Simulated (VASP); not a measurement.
Input of a VASP 6.6.1 run:

INCAR

```
ALGO = Fast
EDIFF = 1E-6
ENCUT = 520
GGA = PE
ISIF = 2
ISMEAR = 0
LASPH = T
LCHARG = F
LREAL = F
LWAVE = F
NBANDS = 14
NELM = 60
PREC = Accurate
SIGMA = 0.15
```

KPOINTS

```
k-points
0
Gamma
  18 18 10
```

The input POSCAR:

```
Re
1.0
    2.8858171185      0.0000000000      0.0000000000
   -1.4429085592      2.4991909353      0.0000000000
    0.0000000000      0.0000000000      4.4842238099
Re
2
Direct
    0.3333333333      0.6666666667      0.1958100197
    0.6666666667      0.3333333333      0.8041899803
```

Potentials or basis: VASP PAW PBE potentials, release 64 (Re).

The run is started by

```console
$ cat potpaw_PBE.64/Re/POTCAR > POTCAR
$ mpirun -np 1 vasp_std > vasp.out
```

Task: Predict the band gap on the k mesh.

Result: Zero (bands 7 and 8 overlap by 2.29 eV).

Task: Estimate the largest force.

Result: 5.409 eV/Å.

Task: Estimate the pressure.

Result: 9.2 GPa.

Stress tensor (GPa, compression positive):
```
 3.42  0.00  0.00
 0.00  3.42  0.00
 0.00  0.00 20.81
```

Caveat: the cell differs from its parent crystal (atoms displaced along a vibrational mode, the cell strained); the stress differs along the axes, from 3 to 21 GPa; spin-orbit coupling is left out, which moves the levels of the heavy elements; forces of over 1 eV/Å act on the atoms, so gaps and moduli don't describe the material at rest.
